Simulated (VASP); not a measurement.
Zr:

```xyz
2
Lattice="3.2320 0.0000 0.0000 -1.6160 2.7990 0.0000 0.0000 0.0000 5.1470" Properties=species:S:1:pos:R:3 pbc="T T T"
Zr    0.0000    1.8660    1.2868
Zr    1.6160    0.9330    3.8603
```

| Quantity | Value |
| --- | --- |
| Program | VASP 6.6.1 |
| Task | relaxation of cell and atoms |
| Functional | BLYP |
| Potentials or basis | VASP PAW PBE potentials, release 64 (Zr_sv) |
| Cutoff | 600 eV |
| k mesh | 11 × 11 × 6 |
| Occupations | fermi-dirac, width 0.1 eV |
| Spin | no spin polarisation |

At the start: pressure 3.7 GPa; volume 23.28 Å³/atom.

Where does the relaxation end?

Over 6 steps the energy falls by 11.0 meV/atom and the volume is 24.21 Å³/atom (+4.0 %); space group P6_3/mmc (No. 194, to 0.05 Å).

The path:
| step | energy change (eV) | largest force (eV/Å) | pressure (GPa) | volume (Å³) |
| --- | --- | --- | --- | --- |
| 1 | 0.0000 | 0.0000 | 3.75 | 46.56 |
| 2 | -0.0028 | 0.0000 | -3.16 | 50.33 |
| 3 | -0.0218 | 0.0000 | -0.05 | 48.47 |
| 4 | -0.0218 | 0.0000 | 0.02 | 48.43 |
| 5 | -0.0219 | 0.0000 | 0.03 | 48.42 |
| 6 | -0.0220 | 0.0000 | 0.04 | 48.41 |

Final structure:
```yaml
crystal:
  lattice:
    - [3.26645, 0.00000, 0.00000]
    - [-1.63323, 2.82883, 0.00000]
    - [0.00000, 0.00000, 5.23908]
  atoms:
    - { symbol: Zr, position: [0.33333, 0.66667, 0.25000] }
    - { symbol: Zr, position: [0.66667, 0.33333, 0.75000] }
```

Caveat: the PAW data sets were made with another functional, which shifts forces and pressure a little.
